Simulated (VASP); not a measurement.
# SiC (I-4m2) in VASP: further runs

The runs below take SiC through single point, with PBE.

All numbers are computed with VASP 6.6.1; they aren't measurements. Logs are shortened: lines on timing, memory, paths and dates and some standing lists are left out, and cuts for length are marked.

## (1) The cell of the first run

Symmetry: I-4m2, No. 119, tetragonal system. Conventional cell: a = 3.080 Å, b = 3.080 Å, c = 4.225 Å, α = 90.00°, β = 90.00°, γ = 90.00°. Si (site symmetry -4m2) has 4 C at 1.87 Å within 2.5 Å. C (site symmetry -4m2) has 4 Si at 1.87 Å within 2.5 Å.

## (2) Single point, PBE (uniaxial z strain -3.0%)

INCAR reads:

```
SYSTEM = SiC
PREC     = Accurate       ! precision mode
ENCUT    = 520            ! plane-wave cutoff, eV
EDIFF    = 1E-7           ! SCF threshold, eV
ISMEAR   = -1             ! smearing method
SIGMA    = 0.02           ! smearing width, eV
LREAL    = .False.        ! projectors in reciprocal space
LASPH    = .True.         ! aspherical terms in the spheres
NELM     = 100            ! most SCF steps
ALGO     = Normal         ! electronic algorithm
ISIF     = 2              ! what is computed and relaxed
LWAVE    = .False.        ! write WAVECAR
LCHARG   = .False.        ! write CHGCAR
GGA      = PE             ! functional
NBANDS   = 11             ! bands
```

KPOINTS reads:

```
regular mesh
0
Gamma
  10 10 10
  0 0 0
```

POSCAR reads:

```
SiC
1.0
    0.0000000000      2.1780523510      2.1127107805
    2.1780523510      0.0000000000      2.1127107805
    2.1780523510      2.1780523510      0.0000000000
Si C
1 1
Direct
    0.0000000000      0.0000000000      0.0000000000
    0.2500000000      0.2500000000      0.2500000000
```

Potentials or basis: VASP PAW PBE potentials, release 64 (Si, C).

Run with:

```console
$ cat potpaw_PBE.64/Si/POTCAR potpaw_PBE.64/C/POTCAR > POTCAR
$ mpirun -np 1 vasp_std > vasp.out
```

OUTCAR:

```text
SYSTEM = SiC
   PREC = Accurate
   ENCUT = 520
   EDIFF = 1E-7
   ISMEAR = -1
   LREAL = .False.
   LASPH = .True.
   NELM = 100
   ISIF = 2
   GGA = PE

 ion  position               nearest neighbor table
   1  0.000  0.000  0.000-   2 1.87   2 1.87   2 1.87   2 1.87
   2  0.250  0.250  0.250-   1 1.87   1 1.87   1 1.87   1 1.87

  LATTYP: Found a body centered tetragonal cell.
 ALAT       =     3.0802311743
 C/A-ratio  =     1.3717871555

  Lattice vectors:

 A1 = (   0.0000000000,  -2.1780523510,  -2.1127107805)
 A2 = (   0.0000000000,   2.1780523510,  -2.1127107805)
 A3 = (   2.1780523510,   0.0000000000,   2.1127107805)

Analysis of symmetry for initial positions (statically):
=====================================================================
 Subroutine PRICEL returns:
 Original cell was already a primitive cell.

 Routine SETGRP: Setting up the symmetry group for a
 body centered tetragonal supercell.

 Subroutine GETGRP returns: Found  8 space group operations
 (whereof  8 operations were pure point group operations)
 out of a pool of 16 trial point group operations.

The static configuration has the point symmetry D_2d.

Analysis of symmetry for dynamics (positions and initial velocities):
=====================================================================
 Subroutine PRICEL returns:
 Original cell was already a primitive cell.

 Routine SETGRP: Setting up the symmetry group for a
 body centered tetragonal supercell.

 Subroutine GETGRP returns: Found  8 space group operations
 (whereof  8 operations were pure point group operations)
 out of a pool of 16 trial point group operations.

The dynamic configuration has the point symmetry D_2d.

 Subroutine INISYM returns: Found  8 space group operations
 (whereof  8 operations are pure point group operations),
 and found     1 'primitive' translations

----------------------------------------------------------------------------------------

                                     Primitive cell

  volume of cell :      20.0450

  direct lattice vectors                    reciprocal lattice vectors
     0.000000000  2.178052351  2.112710781    -0.229562894  0.229562894  0.236662777
     2.178052351  0.000000000  2.112710781     0.229562894 -0.229562894  0.236662777
     2.178052351  2.178052351  0.000000000     0.229562894  0.229562894 -0.236662777

  length of vectors
     3.034379489  3.034379489  3.080231174     0.401755540  0.401755540  0.401755540

  position of ions in fractional coordinates (direct lattice)
     0.000000000  0.000000000  0.000000000
     0.250000000  0.250000000  0.250000000

  ion indices of the primitive-cell ions
   primitive index   ion index
                 1           1
                 2           2

----------------------------------------------------------------------------------------

 KPOINTS: regular mesh

Automatic generation of k-mesh.
 Grid dimensions read from file:
 generate k-points for:   10   10   10

 Generating k-lattice:

  Cartesian coordinates                     Fractional coordinates (reciprocal lattice)
    -0.022956289  0.022956289  0.023666278     0.100000000  0.000000000  0.000000000
     0.022956289 -0.022956289  0.023666278     0.000000000  0.100000000  0.000000000
     0.022956289  0.022956289 -0.023666278    -0.000000000 -0.000000000  0.100000000

  Length of vectors
     0.040175554  0.040175554  0.040175554

  Shift w.r.t. Gamma in fractional coordinates (k-lattice)
     0.000000000  0.000000000  0.000000000

 Subroutine IBZKPT returns following result:
 ===========================================

 Found    102 irreducible k-points:

 Following reciprocal coordinates:
            Coordinates               Weight
  0.000000  0.000000  0.000000      1.000000
  0.100000 -0.000000  0.000000      8.000000
  0.200000 -0.000000  0.000000      8.000000
  0.300000 -0.000000  0.000000      8.000000
  0.400000 -0.000000  0.000000      8.000000
  0.500000 -0.000000  0.000000      4.000000
[... 16 lines left out ...]
  0.300000  0.300000  0.000000      2.000000
  0.400000  0.300000  0.000000      8.000000
 [... further k-points ...]
   k-points           NKPTS =    102   k-points in BZ     NKDIM =    102   number of bands    NBANDS=     11
   number of dos      NEDOS =    301   number of ions     NIONS =      2
   total plane-waves  NPLWV =  13824
   dimension x,y,z NGX =    24 NGY =   24 NGZ =   24
   dimension x,y,z NGXF=    48 NGYF=   48 NGZF=   48
   ions per type =               1   1
   NGX,Y,Z   is equivalent  to a cutoff of  13.15, 13.15, 12.95 a.u.
   NGXF,Y,Z  is equivalent  to a cutoff of  26.30, 26.30, 25.91 a.u.
 SYSTEM =  SiC
   PREC   = accura    normal or accurate (medium, high low for compatibility)
   ISTART =      0    job   : 0-new  1-cont  2-samecut
   ICHARG =      2    charge: 1-file 2-atom 10-const
   ISPIN  =      1    spin polarized calculation?
   LNONCOLLINEAR =      F non collinear calculations
   LSORBIT =      F    spin-orbit coupling
   LASPH  =      T    aspherical Exc in radial PAW
   ENCUT  =  520.0 eV  38.22 Ry    6.18 a.u.   5.64  5.64  5.73*2*pi/ulx,y,z
   NELM   =    100;   NELMIN=  2; NELMDL= -5     # of ELM steps
   EDIFF  = 0.1E-06   stopping-criterion for ELM
   LREAL  =      F    real-space projection
   EDIFFG = 0.1E-05   stopping-criterion for IOM
   NSW    =      0    number of steps for IOM
   IBRION =     -1    ionic relax: 0-MD 1-quasi-New 2-CG
   NFREE  =      0    steps in history (QN), initial steepest desc. (CG)
   ISIF   =      2    stress and relaxation
   ISYM   =      2    0-nonsym 1-usesym 2-fastsym
   POTIM  = 0.5000    time-step for ionic-motion
   TEBEG  =    0.0;   TEEND  =   0.0 temperature during run
   PSTRESS=    0.0 pullay stress
   NELECT =       8.0000    total number of electrons
   NUPDOWN=      -1.0000    fix difference up-down
   EMIN   =  10.00;   EMAX   =-10.00  energy-range for DOS
   EFERMI =   0.00;   METHOD = LEGACY
   ISMEAR =    -1;   SIGMA  =   0.02  broadening in eV -4-tet -1-fermi 0-gaus
   EFERMI_NEDOS =   21; number of points for ismear=-14 and -15
   IALGO  =     38    algorithm
   IMIX   =      4    mixing-type and parameters
     AMIX     =   0.40;   BMIX     =  1.00
     AMIX_MAG =   1.60;   BMIX_MAG =  1.00
  volume/ion in A,a.u.               =      10.02        67.64
  Fermi-wavevector in a.u.,A,eV,Ry     =   1.205321  2.277726 19.766516  1.452798
  Thomas-Fermi vector in A             =   2.341020
   LORBIT       =      0    0 simple, 1 ext, 2 COOP (PROOUT), +10 PAW based schemes
   GGA     = PE    functional components
   LHFCALC =     F    Hartree Fock is set to
   AEXX    =    0.0000 exact exchange contribution
   IVDW    =     0    specifies the selected vdW correction
   LEPSILON=     F    determine dielectric tensor
   LRPA    =     F    only Hartree local field effects (RPA)
 non-spin polarized calculation
  energy-cutoff  :      520.00
  volume of cell :       20.05
 maximum number of plane-waves:       552
   NGX = 11   NGY = 11   NGZ = 11

 number of electron       8.0000000 magnetization

 Free energy of the ion-electron system (eV)
  ---------------------------------------------------
  ext. energy  EPLUGINS =         0.00000000
  ---------------------------------------------------
  free energy    TOTEN  =       -15.02008565 eV

  energy without entropy =      -15.02008565  energy(sigma->0) =      -15.02008565

 E-fermi :   8.9816     XC(G=0): -11.4966

 val. band max:        8.6034516626   @ k =   0.0000   0.0000   0.0000
 cond. band min:       9.6135429488   @ k =   0.5000   0.5000   0.0000
 fundamental gap:      1.0100912862
 Fermi energy:         8.9815829476

 k-point     1 :       0.0000    0.0000    0.0000
  band No.  band energies     occupation
      1      -7.1861      2.00000
      2       8.4052      2.00000
      3       8.4052      2.00000
      4       8.6035      2.00000
      5      15.0714      0.00000
      6      15.9499      0.00000
      7      16.0315      0.00000
      8      16.0315      0.00000
      9      22.6921      0.00000
     10      23.5860      0.00000
     11      25.4522      0.00000

 k-point     2 :       0.1000   -0.0000    0.0000
  band No.  band energies     occupation
      1      -6.9856      2.00000
      2       7.4524      2.00000
      3       8.2561      2.00000
      4       8.4233      2.00000
      5      15.2794      0.00000
      6      16.1740      0.00000
      7      16.2630      0.00000
      8      16.3868      0.00000
      9      21.8186      0.00000
     10      22.4988      0.00000
     11      25.0845      0.00000

 k-point     3 :       0.2000   -0.0000    0.0000
  band No.  band energies     occupation
      1      -6.3928      2.00000
      2       5.3092      2.00000
      3       7.9137      2.00000
      4       8.1415      2.00000
      5      14.9325      0.00000
      6      16.5209      0.00000
      7      16.6636      0.00000
      8      17.5732      0.00000
      9      21.3467      0.00000
     10      21.6653      0.00000
     11      24.2098      0.00000

 k-point     4 :       0.3000   -0.0000    0.0000
  band No.  band energies     occupation
      1      -5.4427      2.00000
      2       2.9507      2.00000
      3       7.5599      2.00000
      4       7.8570      2.00000
      5      14.4990      0.00000
      6      16.2256      0.00000
      7      16.6363      0.00000
      8      18.5009      0.00000
      9      22.3190      0.00000
     10      22.4359      0.00000
     11      23.9973      0.00000
[... 239 lines left out ...]
 k-point    22 :      -0.2000    0.2000    0.0000
  band No.  band energies     occupation
      1      -5.1614      2.00000
      2       3.7074      2.00000
      3       5.3623      2.00000
      4       7.6443      2.00000
      5      14.9399      0.00000
      6      16.7873      0.00000
      7      16.9621      0.00000
      8      18.1012      0.00000
      9      20.0703      0.00000
     10      23.9896      0.00000
     11      28.4802      0.00000

 k-point    23 :       0.3000    0.3000    0.0000
  band No.  band energies     occupation
      1      -4.7652      2.00000
      2       4.2993      2.00000
      3       5.8822      2.00000
      4       5.8822      2.00000
      5      11.6501      0.00000
      6      13.9770      0.00000
      7      20.2554      0.00000
      8      20.2554      0.00000
      9      21.6199      0.00000
     10      25.4693      0.00000
     11      30.6826      0.00000

 k-point    24 :       0.4000    0.3000    0.0000
  band No.  band energies     occupation
      1      -3.8487      2.00000
      2       2.9950      2.00000
      3       5.1832      2.00000
      4       5.5970      2.00000
      5      11.2525      0.00000
      6      13.9169      0.00000
      7      20.4704      0.00000
      8      20.5825      0.00000
      9      22.8493      0.00000
     10      26.6651      0.00000
     11      30.3298      0.00000

 [... further k-points ...]
[... 5 lines left out ...]
  --------------------------------------------------------------------------------------
  -------------------------------------------------------------------------------------
  Total        1.0355658      1.0355658      1.9533531      0.0000000      0.0000000      0.0000000
  in kB       82.7716531     82.7716531    156.1293876      0.0000000      0.0000000      0.0000000
  external PRESSURE =     107.2242313 kB  Pullay stress =       0.0000000 kB

 VOLUME and BASIS-vectors are now :
 -----------------------------------------------------------------------------
  energy-cutoff  :      520.00
  volume of cell :       20.05
      direct lattice vectors                 reciprocal lattice vectors
     0.000000000  2.178052351  2.112710781    -0.229562894  0.229562894  0.236662777
     2.178052351  0.000000000  2.112710781     0.229562894 -0.229562894  0.236662777
     2.178052351  2.178052351  0.000000000     0.229562894  0.229562894 -0.236662777

 POSITION                                       TOTAL-FORCE (eV/Angst)
 -----------------------------------------------------------------------------------
      0.00000      0.00000      0.00000         0.000000      0.000000      0.000000
      1.08903      1.08903      1.05636        -0.000000     -0.000000      0.000000
 -----------------------------------------------------------------------------------
    total drift:                                0.000000      0.000000     -0.000000

  FREE ENERGIE OF THE ION-ELECTRON SYSTEM (eV)
  ---------------------------------------------------
  free  energy   TOTEN  =       -15.0200856524 eV

  energy  without entropy=      -15.0200856524  energy(sigma->0) =      -15.02008565
```

It took 22 s on 1 thread of Intel Xeon 8259CL, shared host; peak memory 0.14 GiB.

Results:

```
Free energy            : -15.0201 eV
Pressure               : 10.7 GPa
Band gap on the k mesh : 1.01 eV, indirect (least direct gap 4.53 eV)
```

Caveat: the cell differs from its parent crystal (uniaxial z strain -3.0%). A k mesh can miss the band edges.

[end of part 1 of 2]
